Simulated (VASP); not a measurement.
# Cd3SeS2 (I-4m2) in VASP: single point with PBE

Aim: the single point of Cd3SeS2 with PBE.

Everything below comes from runs of VASP 6.6.1. Logs are shortened: lines on timing, memory, paths and dates and some standing lists are left out, and cuts for length are marked.

## Step 1: The cell of the first run

Symmetry: I-4m2, No. 119, tetragonal system. The conventional cell has a = 4.255 Å, b = 4.255 Å, c = 18.031 Å, α = 90.00°, β = 90.00°, γ = 90.00°. Cd (site symmetry 2mm) has 2 S at 2.58 Å and 2 Se at 2.66 Å within 3.4 Å. Cd (site symmetry -4m2) has 4 S at 2.58 Å within 3.4 Å. Se (site symmetry -4m2) has 4 Cd at 2.66 Å within 3.5 Å. Within 3.4 Å of S (site symmetry 2mm) lie 4 Cd at 2.58 Å.

## Step 2: Single point, PBE

INCAR

```
SYSTEM = Cd3SeS2
ALGO = Normal ; EDIFF = 1E-6
ENCUT = 520 ; GGA = PE
ISIF = 2 ; ISMEAR = 0
LASPH = .TRUE. ; LCHARG = .TRUE.
LELF = .TRUE. ; LREAL = .FALSE.
LVHAR = .TRUE. ; LWAVE = .FALSE.
NBANDS = 36 ; NELM = 60
PREC = Accurate ; SIGMA = 0.02
```

KPOINTS

```
k-points
0
G
  10 10 10
  0 0 0
```

POSCAR

```
Cd3SeS2
1.0
   -2.1275830073      2.1275830073      9.0157307757
    2.1275830073     -2.1275830073      9.0157307757
    2.1275830073      2.1275830073     -9.0157307757
Cd Se S
3 1 2
Direct
    0.8388773040      0.8388773040      0.0000000000
    0.5000000000      0.5000000000      0.0000000000
    0.1611226960      0.1611226960      0.0000000000
    0.2500000000      0.7500000000      0.5000000000
    0.5804506580      0.0804506580      0.5000000000
    0.9195493420      0.4195493420      0.5000000000
```

Potentials or basis: VASP PAW PBE potentials, release 64 (Cd, Se, S).

On the command line:

```console
cat potpaw_PBE.64/Cd/POTCAR potpaw_PBE.64/Se/POTCAR potpaw_PBE.64/S/POTCAR > POTCAR
mpirun -np 1 vasp_std > vasp.out
```

OUTCAR:

```text
SYSTEM = Cd3SeS2
   EDIFF = 1E-6
   ENCUT = 520
   GGA = PE
   ISIF = 2
   ISMEAR = 0
   LASPH = .TRUE.
   LREAL = .FALSE.
   NELM = 60
   PREC = Accurate

 ion  position               nearest neighbor table
   1  0.839  0.839  0.000-   6 2.58   6 2.58   4 2.66   4 2.66
   2  0.500  0.500  0.000-   6 2.58   5 2.58   5 2.58   6 2.58
   3  0.161  0.161  0.000-   5 2.58   5 2.58   4 2.66   4 2.66
   4  0.250  0.750  0.500-   1 2.66   3 2.66   1 2.66   3 2.66
   5  0.580  0.080  0.500-   2 2.58   2 2.58   3 2.58   3 2.58
   6  0.920  0.420  0.500-   2 2.58   2 2.58   1 2.58   1 2.58

  LATTYP: Found a body centered tetragonal cell.
 ALAT       =     4.2551660146
 C/A-ratio  =     4.2375459593

  Lattice vectors:

 A1 = (  -2.1275830073,   2.1275830073,   9.0157307757)
 A2 = (   2.1275830073,  -2.1275830073,   9.0157307757)
 A3 = (   2.1275830073,   2.1275830073,  -9.0157307757)

Analysis of symmetry for initial positions (statically):
=====================================================================
 Subroutine PRICEL returns:
 Original cell was already a primitive cell.

 Routine SETGRP: Setting up the symmetry group for a
 body centered tetragonal supercell.

 Subroutine GETGRP returns: Found  8 space group operations
 (whereof  8 operations were pure point group operations)
 out of a pool of 16 trial point group operations.

The static configuration has the point symmetry D_2d.

Analysis of symmetry for dynamics (positions and initial velocities):
=====================================================================
 Subroutine PRICEL returns:
 Original cell was already a primitive cell.

 Routine SETGRP: Setting up the symmetry group for a
 body centered tetragonal supercell.

 Subroutine GETGRP returns: Found  8 space group operations
 (whereof  8 operations were pure point group operations)
 out of a pool of 16 trial point group operations.

The dynamic configuration has the point symmetry D_2d.

 Subroutine INISYM returns: Found  8 space group operations
 (whereof  8 operations are pure point group operations),
 and found     1 'primitive' translations

----------------------------------------------------------------------------------------

                                     Primitive cell

  volume of cell :     163.2428

  direct lattice vectors                    reciprocal lattice vectors
    -2.127583007  2.127583007  9.015730776     0.000000000  0.235008457  0.055458621
     2.127583007 -2.127583007  9.015730776     0.235008457  0.000000000  0.055458621
     2.127583007  2.127583007 -9.015730776     0.235008457  0.235008457  0.000000000

  length of vectors
     9.504557871  9.504557871  9.504557871     0.241463524  0.241463524  0.332352147

  position of ions in fractional coordinates (direct lattice)
     0.838877304  0.838877304  0.000000000
     0.500000000  0.500000000  0.000000000
     0.161122696  0.161122696  0.000000000
     0.250000000  0.750000000  0.500000000
     0.580450658  0.080450658  0.500000000
     0.919549342  0.419549342  0.500000000

  ion indices of the primitive-cell ions
   primitive index   ion index
                 1           1
                 2           2
                 3           3
                 4           4
                 5           5
                 6           6

----------------------------------------------------------------------------------------

 KPOINTS: k-points

Automatic generation of k-mesh.
 Grid dimensions read from file:
 generate k-points for:   10   10   10

 Generating k-lattice:

  Cartesian coordinates                     Fractional coordinates (reciprocal lattice)
     0.000000000  0.023500846  0.005545862     0.100000000  0.000000000 -0.000000000
     0.023500846  0.000000000  0.005545862     0.000000000  0.100000000 -0.000000000
     0.023500846  0.023500846  0.000000000     0.000000000  0.000000000  0.100000000

  Length of vectors
     0.024146352  0.024146352  0.033235215

  Shift w.r.t. Gamma in fractional coordinates (k-lattice)
     0.000000000  0.000000000  0.000000000

 Subroutine IBZKPT returns following result:
 ===========================================

 Found    102 irreducible k-points:

 Following reciprocal coordinates:
            Coordinates               Weight
  0.000000  0.000000  0.000000      1.000000
  0.100000 -0.000000  0.000000      8.000000
  0.200000 -0.000000  0.000000      8.000000
  0.300000 -0.000000  0.000000      8.000000
  0.400000 -0.000000  0.000000      8.000000
  0.500000 -0.000000  0.000000      4.000000
[... 16 lines left out ...]
  0.300000  0.300000  0.000000      8.000000
  0.400000  0.300000  0.000000     16.000000
 [... further k-points ...]
   k-points           NKPTS =    102   k-points in BZ     NKDIM =    102   number of bands    NBANDS=     36
   number of dos      NEDOS =    301   number of ions     NIONS =      6
   total plane-waves  NPLWV = 373248
   dimension x,y,z NGX =    72 NGY =   72 NGZ =   72
   dimension x,y,z NGXF=   144 NGYF=  144 NGZF=  144
   ions per type =               3   1   2
   NGX,Y,Z   is equivalent  to a cutoff of  12.59, 12.59, 12.59 a.u.
   NGXF,Y,Z  is equivalent  to a cutoff of  25.19, 25.19, 25.19 a.u.
 SYSTEM =  Cd3SeS2
   PREC   = accura    normal or accurate (medium, high low for compatibility)
   ISTART =      0    job   : 0-new  1-cont  2-samecut
   ICHARG =      2    charge: 1-file 2-atom 10-const
   ISPIN  =      1    spin polarized calculation?
   LNONCOLLINEAR =      F non collinear calculations
   LSORBIT =      F    spin-orbit coupling
   LASPH  =      T    aspherical Exc in radial PAW
   ENCUT  =  520.0 eV  38.22 Ry    6.18 a.u.  17.67 17.67 17.67*2*pi/ulx,y,z
   NELM   =     60;   NELMIN=  2; NELMDL= -5     # of ELM steps
   EDIFF  = 0.1E-05   stopping-criterion for ELM
   LREAL  =      F    real-space projection
   EDIFFG = 0.1E-04   stopping-criterion for IOM
   NSW    =      0    number of steps for IOM
   IBRION =     -1    ionic relax: 0-MD 1-quasi-New 2-CG
   NFREE  =      0    steps in history (QN), initial steepest desc. (CG)
   ISIF   =      2    stress and relaxation
   ISYM   =      2    0-nonsym 1-usesym 2-fastsym
   POTIM  = 0.5000    time-step for ionic-motion
   TEBEG  =    0.0;   TEEND  =   0.0 temperature during run
   PSTRESS=    0.0 pullay stress
   NELECT =      54.0000    total number of electrons
   NUPDOWN=      -1.0000    fix difference up-down
   EMIN   =  10.00;   EMAX   =-10.00  energy-range for DOS
   EFERMI =   0.00;   METHOD = LEGACY
   ISMEAR =     0;   SIGMA  =   0.02  broadening in eV -4-tet -1-fermi 0-gaus
   EFERMI_NEDOS =   21; number of points for ismear=-14 and -15
   IALGO  =     38    algorithm
   IMIX   =      4    mixing-type and parameters
     AMIX     =   0.40;   BMIX     =  1.00
     AMIX_MAG =   1.60;   BMIX_MAG =  1.00
  volume/ion in A,a.u.               =      27.21       183.60
  Fermi-wavevector in a.u.,A,eV,Ry     =   1.132213  2.139572 17.441391  1.281906
  Thomas-Fermi vector in A             =   2.268914
   LORBIT       =      0    0 simple, 1 ext, 2 COOP (PROOUT), +10 PAW based schemes
   GGA     = PE    functional components
   LHFCALC =     F    Hartree Fock is set to
   AEXX    =    0.0000 exact exchange contribution
   IVDW    =     0    specifies the selected vdW correction
   LEPSILON=     F    determine dielectric tensor
   LRPA    =     F    only Hartree local field effects (RPA)
 non-spin polarized calculation
 Gauss-broadening in eV      SIGMA  =   0.02
  energy-cutoff  :      520.00
  volume of cell :      163.24
 maximum number of plane-waves:      4416
   NGX = 35   NGY = 35   NGZ = 35

 number of electron      54.0000000 magnetization

 Free energy of the ion-electron system (eV)
  ---------------------------------------------------
  ext. energy  EPLUGINS =         0.00000000
  ---------------------------------------------------
  free energy    TOTEN  =       -17.76567726 eV

  energy without entropy =      -17.76567726  energy(sigma->0) =      -17.76567726

 E-fermi :   0.9697     XC(G=0):  -8.8334

 val. band max:        0.8233687461   @ k =   0.0000   0.0000   0.0000
 cond. band min:       1.6224426529   @ k =   0.0000   0.0000   0.0000
 fundamental gap:      0.7990739069
 Fermi energy:         0.9697305340

 k-point     1 :       0.0000    0.0000    0.0000
  band No.  band energies     occupation
      1     -11.3809      2.00000
      2     -11.0426      2.00000
      3     -10.9961      2.00000
      4      -6.8628      2.00000
      5      -6.8628      2.00000
      6      -6.8581      2.00000
[... 28 lines left out ...]
     35       7.1317      0.00000
     36       8.9495      0.00000

 k-point     2 :       0.1000   -0.0000    0.0000
  band No.  band energies     occupation
      1     -11.3564      2.00000
      2     -11.0447      2.00000
      3     -10.9839      2.00000
      4      -6.8561      2.00000
      5      -6.8481      2.00000
      6      -6.8417      2.00000
[... 28 lines left out ...]
     35       7.2628      0.00000
     36       8.3713      0.00000

 k-point     3 :       0.2000   -0.0000    0.0000
  band No.  band energies     occupation
      1     -11.2890      2.00000
      2     -11.0423      2.00000
      3     -10.9624      2.00000
      4      -6.8372      2.00000
      5      -6.8197      2.00000
      6      -6.7787      2.00000
[... 28 lines left out ...]
     35       7.5099      0.00000
     36       7.8756      0.00000
[... 742 lines left out ...]
 k-point    23 :       0.3000    0.3000    0.0000
  band No.  band energies     occupation
      1     -11.0530      2.00000
      2     -10.9898      2.00000
      3     -10.9056      2.00000
      4      -6.7356      2.00000
      5      -6.7271      2.00000
      6      -6.7130      2.00000
[... 28 lines left out ...]
     35       7.8501      0.00000
     36       8.1480      0.00000

 k-point    24 :       0.4000    0.3000    0.0000
  band No.  band energies     occupation
      1     -10.9939      2.00000
      2     -10.9572      2.00000
      3     -10.9080      2.00000
      4      -6.7231      2.00000
      5      -6.7074      2.00000
      6      -6.6988      2.00000
[... 28 lines left out ...]
     35       7.9543      0.00000
     36       8.4729      0.00000

 [... further k-points ...]
[... 5 lines left out ...]
  --------------------------------------------------------------------------------------
  -------------------------------------------------------------------------------------
  Total        0.2881681      0.2881681      0.3028074      0.0000000     -0.0000000      0.0000000
  in kB        2.8282812      2.8282812      2.9719610      0.0000000     -0.0000000      0.0000000
  external PRESSURE =       2.8761744 kB  Pullay stress =       0.0000000 kB

 VOLUME and BASIS-vectors are now :
 -----------------------------------------------------------------------------
  energy-cutoff  :      520.00
  volume of cell :      163.24
      direct lattice vectors                 reciprocal lattice vectors
    -2.127583007  2.127583007  9.015730776     0.000000000  0.235008457  0.055458621
     2.127583007 -2.127583007  9.015730776     0.235008457  0.000000000  0.055458621
     2.127583007  2.127583007 -9.015730776     0.235008457  0.235008457  0.000000000

 POSITION                                       TOTAL-FORCE (eV/Angst)
 -----------------------------------------------------------------------------------
      0.00000      0.00000     15.12618        -0.000000      0.000000     -0.000837
      0.00000      0.00000      9.01573         0.000000     -0.000000      0.000000
      0.00000      0.00000      2.90528        -0.000000      0.000000      0.000837
      2.12758      0.00000      4.50787         0.000000     -0.000000      0.000000
      0.00000      2.12758      1.45064         0.000000     -0.000000      0.001348
      0.00000      2.12758      7.56509         0.000000     -0.000000     -0.001348
 -----------------------------------------------------------------------------------
    total drift:                                0.000001     -0.000001      0.000000

  FREE ENERGIE OF THE ION-ELECTRON SYSTEM (eV)
  ---------------------------------------------------
  free  energy   TOTEN  =       -17.7656772624 eV

  energy  without entropy=      -17.7656772624  energy(sigma->0) =      -17.76567726
```

Wall time 29 min (1 thread of Intel Xeon Platinum 8259CL at 2.50GHz (Skylake/Cascade Lake), shared host); peak memory 1.1 GiB.

What came out:

```yaml
Free_energy: -17.7657 eV
Pressure: 0.3 GPa
Band_gap_on_the_k_mesh: 0.80 eV
```

Caveat: semilocal functionals underestimate gaps, and a narrow one can read as zero.
